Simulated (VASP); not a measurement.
# CsTa3 (Pm-3m) in VASP: further runs

Runs on CsTa3. Level: PBE. Tasks: relaxation of cell and atoms, single point.

All numbers are computed with VASP 6.6.1; they aren't measurements. Logs are shortened: lines on timing, memory, paths and dates and some standing lists are left out, and cuts for length are marked.

**1. The cell of the first run**

The structure is cubic, space group Pm-3m (No. 221). The conventional cell has a = 4.536 Å, b = 4.536 Å, c = 4.536 Å, α = 90.00°, β = 90.00°, γ = 90.00°. Within 4.2 Å of Cs (site symmetry m-3m) lie 12 Ta at 3.21 Å. Ta (site symmetry 4/mmm) has 4 Cs at 3.21 Å and 8 Ta at 3.21 Å within 4.2 Å.

**2. Relaxation of cell and atoms, PBE**

Contents of INCAR:

```
ALGO = Fast
EDIFF = 1E-6
EDIFFG = -0.04
ENCUT = 600
GGA = PE
IBRION = 2
ISIF = 3
ISMEAR = 0
LASPH = True
LCHARG = False
LREAL = False
LWAVE = False
NELM = 100
NSW = 90
PREC = Accurate
SIGMA = 0.1
```

Contents of KPOINTS:

```
k-points
0
Gamma
  4 4 4
```

Contents of POSCAR:

```
CsTa3
1.0
    4.5359956977      0.0000000000      0.0000000000
    0.0000000000      4.5359956977      0.0000000000
    0.0000000000      0.0000000000      4.5359956977
Cs Ta
1 3
Direct
    0.0000000000      0.0000000000      0.0000000000
    0.0000000000      0.5000000000      0.5000000000
    0.5000000000      0.0000000000      0.5000000000
    0.5000000000      0.5000000000      0.0000000000
```

Potentials or basis: VASP PAW PBE potentials, release 64 (Cs_sv, Ta_pv).

On the command line:

```sh
$ cat potpaw_PBE.64/Cs_sv/POTCAR potpaw_PBE.64/Ta_pv/POTCAR > POTCAR
$ mpirun -np 1 vasp_std > vasp.out
```

OUTCAR:

```text
EDIFF = 1E-6
   EDIFFG = -0.04
   ENCUT = 600
   GGA = PE
   IBRION = 2
   ISIF = 3
   ISMEAR = 0
   LASPH = True
   LREAL = False
   NELM = 100
   NSW = 90
   PREC = Accurate

 ion  position               nearest neighbor table
   1  0.000  0.000  0.000-   2 3.21   3 3.21   4 3.21   2 3.21   3 3.21   2 3.21   4 3.21   2 3.21
                             3 3.21   4 3.21   3 3.21   4 3.21
   2  0.000  0.500  0.500-   1 3.21   3 3.21   4 3.21   1 3.21   4 3.21   1 3.21   3 3.21   1 3.21
                             3 3.21   4 3.21   4 3.21   3 3.21
   3  0.500  0.000  0.500-   1 3.21   2 3.21   4 3.21   1 3.21   4 3.21   2 3.21   4 3.21   4 3.21
                             1 3.21   2 3.21   1 3.21   2 3.21
   4  0.500  0.500  0.000-   1 3.21   2 3.21   3 3.21   2 3.21   3 3.21   1 3.21   3 3.21   3 3.21
                             1 3.21   2 3.21   2 3.21   1 3.21

  LATTYP: Found a simple cubic cell.
 ALAT       =     4.5359956977

  Lattice vectors:

 A1 = (   4.5359956977,   0.0000000000,   0.0000000000)
 A2 = (   0.0000000000,   4.5359956977,   0.0000000000)
 A3 = (   0.0000000000,   0.0000000000,   4.5359956977)

Analysis of symmetry for initial positions (statically):
=====================================================================
 Subroutine PRICEL returns:
 Original cell was already a primitive cell.

 Routine SETGRP: Setting up the symmetry group for a
 simple cubic supercell.

 Subroutine GETGRP returns: Found 48 space group operations
 (whereof 48 operations were pure point group operations)
 out of a pool of 48 trial point group operations.

The static configuration has the point symmetry O_h .

Analysis of symmetry for dynamics (positions and initial velocities):
=====================================================================
 Subroutine PRICEL returns:
 Original cell was already a primitive cell.

 Routine SETGRP: Setting up the symmetry group for a
 simple cubic supercell.

 Subroutine GETGRP returns: Found 48 space group operations
 (whereof 48 operations were pure point group operations)
 out of a pool of 48 trial point group operations.

The dynamic configuration has the point symmetry O_h .

 Subroutine INISYM returns: Found 48 space group operations
 (whereof 48 operations are pure point group operations),
 and found     1 'primitive' translations

----------------------------------------------------------------------------------------

                                     Primitive cell

  volume of cell :      93.3293

  direct lattice vectors                    reciprocal lattice vectors
     4.535995698  0.000000000  0.000000000     0.220458763  0.000000000  0.000000000
     0.000000000  4.535995698  0.000000000     0.000000000  0.220458763  0.000000000
     0.000000000  0.000000000  4.535995698     0.000000000  0.000000000  0.220458763

  length of vectors
     4.535995698  4.535995698  4.535995698     0.220458763  0.220458763  0.220458763

  position of ions in fractional coordinates (direct lattice)
     0.000000000  0.000000000  0.000000000
     0.000000000  0.500000000  0.500000000
     0.500000000  0.000000000  0.500000000
     0.500000000  0.500000000  0.000000000

  ion indices of the primitive-cell ions
   primitive index   ion index
                 1           1
                 2           2
                 3           3
                 4           4

----------------------------------------------------------------------------------------

 KPOINTS: k-points

Automatic generation of k-mesh.
 Grid dimensions read from file:
 generate k-points for:    4    4    4

 Generating k-lattice:

  Cartesian coordinates                     Fractional coordinates (reciprocal lattice)
     0.055114691  0.000000000  0.000000000     0.250000000  0.000000000  0.000000000
     0.000000000  0.055114691  0.000000000     0.000000000  0.250000000  0.000000000
     0.000000000  0.000000000  0.055114691     0.000000000  0.000000000  0.250000000

  Length of vectors
     0.055114691  0.055114691  0.055114691

  Shift w.r.t. Gamma in fractional coordinates (k-lattice)
     0.000000000  0.000000000  0.000000000

 Subroutine IBZKPT returns following result:
 ===========================================

 Found     10 irreducible k-points:

 Following reciprocal coordinates:
            Coordinates               Weight
  0.000000  0.000000  0.000000      1.000000
  0.250000  0.000000  0.000000      6.000000
  0.500000  0.000000  0.000000      3.000000
  0.250000  0.250000  0.000000     12.000000
  0.500000  0.250000  0.000000     12.000000
  0.500000  0.500000  0.000000      3.000000
  0.250000  0.250000  0.250000      8.000000
  0.500000  0.250000  0.250000     12.000000
  0.500000  0.500000  0.250000      6.000000
  0.500000  0.500000  0.500000      1.000000
   k-points           NKPTS =     10   k-points in BZ     NKDIM =     10   number of bands    NBANDS=     25
   number of dos      NEDOS =    301   number of ions     NIONS =      4
   total plane-waves  NPLWV =  46656
   dimension x,y,z NGX =    36 NGY =   36 NGZ =   36
   dimension x,y,z NGXF=    72 NGYF=   72 NGZF=   72
   ions per type =               1   3
   NGX,Y,Z   is equivalent  to a cutoff of  13.19, 13.19, 13.19 a.u.
   NGXF,Y,Z  is equivalent  to a cutoff of  26.39, 26.39, 26.39 a.u.
 SYSTEM =  unknown system
   PREC   = accura    normal or accurate (medium, high low for compatibility)
   ISTART =      0    job   : 0-new  1-cont  2-samecut
   ICHARG =      2    charge: 1-file 2-atom 10-const
   ISPIN  =      1    spin polarized calculation?
   LNONCOLLINEAR =      F non collinear calculations
   LSORBIT =      F    spin-orbit coupling
   LASPH  =      T    aspherical Exc in radial PAW
   ENCUT  =  600.0 eV  44.10 Ry    6.64 a.u.   9.06  9.06  9.06*2*pi/ulx,y,z
   NELM   =    100;   NELMIN=  2; NELMDL= -5     # of ELM steps
   EDIFF  = 0.1E-05   stopping-criterion for ELM
   LREAL  =      F    real-space projection
   EDIFFG = -.4E-01   stopping-criterion for IOM
   NSW    =     90    number of steps for IOM
   IBRION =      2    ionic relax: 0-MD 1-quasi-New 2-CG
   NFREE  =      1    steps in history (QN), initial steepest desc. (CG)
   ISIF   =      3    stress and relaxation
   ISYM   =      2    0-nonsym 1-usesym 2-fastsym
   POTIM  = 0.5000    time-step for ionic-motion
   TEBEG  =    0.0;   TEEND  =   0.0 temperature during run
   PSTRESS=    0.0 pullay stress
   NELECT =      42.0000    total number of electrons
   NUPDOWN=      -1.0000    fix difference up-down
   EMIN   =  10.00;   EMAX   =-10.00  energy-range for DOS
   EFERMI =   0.00;   METHOD = LEGACY
   ISMEAR =     0;   SIGMA  =   0.10  broadening in eV -4-tet -1-fermi 0-gaus
   EFERMI_NEDOS =   21; number of points for ismear=-14 and -15
   IALGO  =     68    algorithm
   IMIX   =      4    mixing-type and parameters
     AMIX     =   0.40;   BMIX     =  1.00
     AMIX_MAG =   1.60;   BMIX_MAG =  1.00
  volume/ion in A,a.u.               =      23.33       157.45
  Fermi-wavevector in a.u.,A,eV,Ry     =   1.254542  2.370741 21.413887  1.573876
  Thomas-Fermi vector in A             =   2.388342
   LORBIT       =      0    0 simple, 1 ext, 2 COOP (PROOUT), +10 PAW based schemes
   GGA     = PE    functional components
   LHFCALC =     F    Hartree Fock is set to
   AEXX    =    0.0000 exact exchange contribution
   IVDW    =     0    specifies the selected vdW correction
   LEPSILON=     F    determine dielectric tensor
   LRPA    =     F    only Hartree local field effects (RPA)
 conjugate gradient relaxation of ions
 non-spin polarized calculation
 RMM-DIIS sequential band-by-band and
 Gauss-broadening in eV      SIGMA  =   0.10
  energy-cutoff  :      600.00
  volume of cell :       93.33
 maximum number of plane-waves:      3136
   NGX = 19   NGY = 19   NGZ = 19

--------------------------------------- Ionic step        1  -------------------------------------------

 number of electron      41.9999993 magnetization

 Free energy of the ion-electron system (eV)
  ---------------------------------------------------
  ext. energy  EPLUGINS =         0.00000000
  ---------------------------------------------------
  free energy    TOTEN  =       -28.49734425 eV

  energy without entropy =      -28.47527239  energy(sigma->0) =      -28.48630832

------------------------ aborting loop because EDIFF is reached ----------------------------------------

  FORCE on cell =-STRESS in cart. coord.  units (eV):
  Direction    XX          YY          ZZ          XY          YZ          ZX
  --------------------------------------------------------------------------------------
  -------------------------------------------------------------------------------------
  Total       -3.7568643     -3.7568643     -3.7568643     -0.0000000     -0.0000000     -0.0000000
  in kB      -64.4938333    -64.4938333    -64.4938333     -0.0000000     -0.0000000     -0.0000000
  external PRESSURE =     -64.4938333 kB  Pullay stress =       0.0000000 kB
[... 61 lines left out ...]
  energy  without entropy=      -28.4793451600  energy(sigma->0) =      -28.49739919

--------------------------------------- Ionic step        3  -------------------------------------------

 number of electron      42.0000006 magnetization

 Free energy of the ion-electron system (eV)
  ---------------------------------------------------
  ext. energy  EPLUGINS =         0.00000000
  ---------------------------------------------------
  free energy    TOTEN  =       -28.63663274 eV

  energy without entropy =      -28.60691010  energy(sigma->0) =      -28.62177142

 E-fermi :   5.6987     XC(G=0): -11.7658

 val. band max:        5.6644312199   @ k =   0.5000   0.5000   0.0000
 cond. band min:       5.7119476933   @ k =   0.2500   0.2500   0.0000
 fundamental gap:      0.0475164734
 Fermi energy:         5.6987080694

 k-point     1 :       0.0000    0.0000    0.0000
  band No.  band energies     occupation
      1     -29.3100      2.00000
      2     -29.3100      2.00000
      3     -29.3100      2.00000
      4     -29.1106      2.00000
      5     -29.1106      2.00000
      6     -29.1106      2.00000
[... 300 lines left out ...]
  FREE ENERGIE OF THE ION-ELECTRON SYSTEM (eV)
  ---------------------------------------------------
  free  energy   TOTEN  =       -28.6366327446 eV

  energy  without entropy=      -28.6069100969  energy(sigma->0) =      -28.62177142

 reached required accuracy - stopping structural energy minimisation
```

Run time: 47 s. Hardware: 1 thread of Intel Xeon 6975P-C (Granite Rapids), shared host; peak memory 0.22 GiB.

What came out:

```yaml
Free_energy: -28.6366 eV
Relaxed_volume: 21.71 Å³/atom
Relaxed_cell: a = 4.428 Å, b = 4.428 Å, c = 4.428 Å, α = 90.00°, β = 90.00°, γ = 90.00°
Space_group_after_relaxing_to_0.05_Å: Pm-3m (No. 221)
Energy_gained_by_relaxing: 34.8 meV/atom
Ionic_steps: 3
Pressure_after_relaxing: -0.1 GPa
Band_gap_on_the_k_mesh: zero (band 21 reaches 6.29 eV, above the bottom of band 22 at 5.17 eV)
```

Step by step:
```tsv
step	energy change (eV)	largest force (eV/Å)	pressure (GPa)	volume (Å³)
1	0.0000	0.0000	-6.45	93.33
2	-0.0181	0.0000	7.27	81.21
3	-0.1393	0.0000	-0.06	86.83
```

Final structure:
```
CELL_PARAMETERS angstrom
4.42822 0.00000 0.00000
0.00000 4.42822 0.00000
0.00000 0.00000 4.42822
ATOMIC_POSITIONS crystal
Cs 0.00000 0.00000 0.00000
Ta 0.00000 0.50000 0.50000
Ta 0.50000 0.00000 0.50000
Ta 0.50000 0.50000 0.00000
```

Levels at points of the mesh, in eV from the Fermi level:
```csv
k point,band 18,band 19,band 20,band 21,band 22,band 23,band 24,band 25
"(0.00, 0.00, 0.00)",-2.90,-2.90,-2.66,0.59,0.59,0.59,2.94,2.94
"(0.50, 0.00, 0.00)",-1.28,-0.93,-0.93,-0.93,-0.06,-0.06,0.77,0.86
"(0.50, 0.50, 0.00)",-0.83,-0.83,-0.49,-0.16,-0.03,-0.03,0.18,0.81
"(0.50, 0.50, 0.50)",-0.41,-0.41,-0.41,-0.13,0.50,0.50,0.50,1.14
```

Caveat: spin-orbit coupling is left out, which moves the levels of the heavy elements.

**3. Single point, PBE**

This run uses another cell than the first one, of 21.38 Å³/atom, 0.916 times its volume.

Contents of INCAR:

```
ALGO = Fast
EDIFF = 1E-6
ENCUT = 520
GGA = PE
ISIF = 2
ISMEAR = 0
LASPH = T
LCHARG = F
LREAL = F
LWAVE = F
NBANDS = 29
NELM = 60
PREC = Accurate
SIGMA = 0.1
```

Contents of KPOINTS:

```
k-points
0
Gamma
  10 10 10
```

Contents of POSCAR:

```
CsTa3
1.0
    4.4060147779      0.0000000000      0.0000000000
    0.0000000000      4.4060147779      0.0000000000
    0.0000000000      0.0000000000      4.4060147779
Cs Ta
1 3
Direct
    0.0000000000      0.0000000000      0.0000000000
    0.0000000000      0.5000000000      0.5000000000
    0.5000000000      0.0000000000      0.5000000000
    0.5000000000      0.5000000000      0.0000000000
```

Potentials or basis: VASP PAW PBE potentials, release 64 (Cs_sv, Ta_pv).

On the command line:

```sh
$ cat potpaw_PBE.64/Cs_sv/POTCAR potpaw_PBE.64/Ta_pv/POTCAR > POTCAR
$ mpirun -np 1 vasp_std > vasp.out
```

It took 59 s on 1 thread of Intel Xeon 6975P-C (Granite Rapids), shared host; peak memory 0.28 GiB.

It converged, with:

```yaml
Free_energy: -28.6095 eV
Pressure: 0.9 GPa
Band_gap_on_the_k_mesh: zero (band 21 reaches 6.49 eV, above the bottom of band 22 at 5.23 eV)
```

Levels at points of the mesh, in eV from the Fermi level:
| k point | band 18 | band 19 | band 20 | band 21 | band 22 | band 23 | band 24 | band 25 |
| --- | --- | --- | --- | --- | --- | --- | --- | --- |
| (0.00, 0.00, 0.00) | -3.01 | -3.01 | -2.74 | 0.55 | 0.55 | 0.55 | 2.95 | 2.95 |
| (0.50, 0.00, 0.00) | -1.33 | -1.00 | -0.99 | -0.99 | -0.10 | -0.10 | 0.72 | 0.82 |
| (0.50, 0.50, 0.00) | -0.90 | -0.90 | -0.56 | -0.16 | -0.05 | -0.05 | 0.14 | 0.78 |
| (0.50, 0.50, 0.50) | -0.47 | -0.47 | -0.47 | -0.17 | 0.45 | 0.45 | 0.45 | 1.10 |

Caveat: spin-orbit coupling is left out, which moves the levels of the heavy elements.

**4. Relaxation of cell and atoms, PBE**

This run uses another cell than the first one, of 21.51 Å³/atom, 0.922 times its volume.

Contents of INCAR:

```
PREC = Accurate
ENCUT = 600
EDIFF = 1E-6
ISMEAR = 0
SIGMA = 0.1
LREAL = False
LASPH = True
NELM = 60
ALGO = Fast
ISIF = 3
LWAVE = False
LCHARG = False
GGA = PE
IBRION = 2
NSW = 100
EDIFFG = -0.01
```

Contents of KPOINTS:

```
regular mesh
0
Gamma
  10 10 10
```

Contents of POSCAR:

```
CsTa3
1.0
    4.4145720093      0.0000000000      0.0000000000
    0.0000000000      4.4145720093      0.0000000000
    0.0000000000      0.0000000000      4.4145720093
Cs Ta
1 3
Direct
    0.0000000000      0.0000000000      0.0000000000
    0.0000000000      0.5000000000      0.5000000000
    0.5000000000      0.0000000000      0.5000000000
    0.5000000000      0.5000000000      0.0000000000
```

On the command line:

```sh
$ cat potpaw_PBE.64/Cs_sv/POTCAR potpaw_PBE.64/Ta_pv/POTCAR > POTCAR
$ mpirun -np 1 vasp_std > vasp.out
```

It took 1.9 min on 1 thread of Intel Xeon 6975P-C (Granite Rapids), shared host; peak memory 0.3 GiB.

The run converged. Its results:

- Free energy: -28.6126 eV
- Relaxed volume: 21.57 Å³/atom
- Relaxed cell: a = 4.419 Å, b = 4.419 Å, c = 4.419 Å, α = 90.00°, β = 90.00°, γ = 90.00°
- Space group after relaxing (to 0.05 Å): Pm-3m (No. 221)
- Energy gained by relaxing: 0.1 meV/atom
- Ionic steps: 3
- Pressure after relaxing: 0.0 GPa
- Band gap on the k mesh: zero (band 21 reaches 6.40 eV, above the bottom of band 22 at 5.16 eV)

Step by step:
| step | energy change (eV) | largest force (eV/Å) | pressure (GPa) | volume (Å³) |
| --- | --- | --- | --- | --- |
| 1 | 0.0000 | 0.0000 | 0.31 | 86.03 |
| 2 | 0.0000 | 0.0000 | -0.33 | 86.56 |
| 3 | -0.0002 | 0.0000 | 0.00 | 86.28 |

Final structure:
```yaml
crystal:
  lattice:
    - [4.41887, 0.00000, 0.00000]
    - [0.00000, 4.41887, 0.00000]
    - [0.00000, 0.00000, 4.41887]
  atoms:
    - { symbol: Cs, position: [0.00000, 0.00000, 0.00000] }
    - { symbol: Ta, position: [0.00000, 0.50000, 0.50000] }
    - { symbol: Ta, position: [0.50000, 0.00000, 0.50000] }
    - { symbol: Ta, position: [0.50000, 0.50000, 0.00000] }
```

Levels at points of the mesh, in eV from the Fermi level:
```tsv
k point	band 19	band 20	band 21	band 22	band 23	band 24
(0.00, 0.00, 0.00)	-2.97	-2.72	0.55	0.55	0.55	2.92
(0.50, 0.00, 0.00)	-0.98	-0.98	-0.97	-0.10	-0.10	0.72
(0.50, 0.50, 0.00)	-0.88	-0.54	-0.18	-0.06	-0.06	0.15
(0.50, 0.50, 0.50)	-0.45	-0.45	-0.19	0.45	0.45	0.45
```

Caveat: spin-orbit coupling is left out, which moves the levels of the heavy elements.

**5. The runs side by side**

```tsv
task	cell	k mesh	cutoff (eV)	gap on the mesh (eV)	pressure (GPa)	relaxed volume (Å³/atom)
relaxation of cell and atoms	relaxed from a = 4.536 Å, 4 atoms	4 × 4 × 4	600	none	-0.1	21.71
single point	a = 4.406 Å, 4 atoms	10 × 10 × 10	520	none	0.9	-
relaxation of cell and atoms	relaxed from a = 4.415 Å, 4 atoms	10 × 10 × 10	600	none	0.0	21.57
```

Alike in all rows: level PBE; potentials or basis VASP PAW PBE potentials, release 64 (Cs_sv, Ta_pv); no spin polarisation; smearing gaussian 0.1 eV.

Caveats: spin-orbit coupling is left out, which moves the levels of the heavy elements.

Total energies depend on the potentials used, so only differences within one code and one set of settings carry meaning.
